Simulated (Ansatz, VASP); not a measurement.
**Pb in VASP and in Ansatz**

The input INCAR:

```
SYSTEM = Pb
ALGO = Normal
EDIFF = 1E-8
ENCUT = 520
GGA = CA
ISIF = 2
ISMEAR = -1
LASPH = .True.
LCHARG = .False.
LEFG = .True.
LREAL = .False.
LWAVE = .False.
NBANDS = 13
NELM = 60
PREC = Accurate
SIGMA = 0.05
```

KPOINTS

```
k-points
0
Gamma
  13 13 13
  0 0 0
```

File POSCAR:

```
Pb
1.0
    0.0000000000      2.4442603173      2.4442603173
    2.4442603173      0.0000000000      2.4442603173
    2.4442603173      2.4442603173      0.0000000000
Pb
1
Direct
    0.0000000000      0.0000000000      0.0000000000
```

Input for Ansatz:

```yaml
crystal:
  lattice:
    - [0.0, 2.4442603173, 2.4442603173]
    - [2.4442603173, 0.0, 2.4442603173]
    - [2.4442603173, 2.4442603173, 0.0]
  atoms:
    - { symbol: Pb, position: [0.0, 0.0, 0.0] }
kpoints:
  mp_grid: { grid: [13, 13, 13] }
scf:
  occupations: { method: fermi_dirac, width: 0.05 }
hamiltonian:
  xc: lda
  pseudopotentials: { kind: paw }
output:
  forces: true
  stress: true
  eigenvalues: true
  efg: { contact_densities: true }
```

Change from the starting cell: volume scaled by 0.9405, PAW files.

Alike in both runs: task electric field gradients; functional LDA; k mesh 13 × 13 × 13; occupations fermi-dirac, width 0.05 eV; no spin polarisation.

|  | VASP | Ansatz |
| --- | --- | --- |
| version | VASP 6.6.1 | Ansatz 0.2.0 |
| potentials or method | VASP PAW LDA potentials, release 64 (Pb_d) | PAW with Ansatz's default frozen-core files, scalar-relativistic |
| plane-wave cutoff (eV) | 520 | 420 |
| valence electrons in the cell | 14 | 14 |

VASP gave:

| Item | Value |
| --- | --- |
| pressure (GPa) | -0.2 |

**Question.** What did Ansatz give for the same quantities?

**Answer.** Pressure (GPa): -0.3.

LDA's correlation is that of Perdew and Zunger in VASP and of Perdew and Wang (1992) in Ansatz.

Neither program's run includes spin-orbit coupling.
